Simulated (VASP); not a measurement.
Here is a VASP 6.6.1 calculation.

Contents of INCAR:

```
SYSTEM = Pb
PREC = Accurate
ENCUT = 520
EDIFF = 1E-6
ISMEAR = -1
SIGMA = 0.01
LREAL = .FALSE.
LASPH = .TRUE.
NELM = 100
ALGO = Normal
ISIF = 2
LWAVE = .FALSE.
LCHARG = .TRUE.
GGA = CA
LELF = .TRUE.
LVHAR = .TRUE.
NBANDS = 13
```

KPOINTS

```
Automatic mesh
0
G
  11 11 11
  0 0 0
```

Contents of POSCAR:

```
Pb
1.0
    0.0000000000      2.4375492138      2.4375492138
    2.4375492138      0.0000000000      2.4375492138
    2.4375492138      2.4375492138      0.0000000000
Pb
1
Direct
    0.0000000000      0.0000000000      0.0000000000
```

Potentials or basis: VASP PAW LDA potentials, release 64 (Pb_d).

Launch:

```sh
$ cat potpaw_LDA.64/Pb_d/POTCAR > POTCAR
$ mpirun -np 1 vasp_std > vasp.out
```

**Question.** Predict the band gap on the k mesh.

**Answer.** Zero (band 7 reaches 15.25 eV, above the bottom of band 8 at 6.00 eV).

**Question.** Estimate the pressure.

**Answer.** 0.1 GPa.

Caveat: spin-orbit coupling is left out, which moves the levels of the heavy elements.
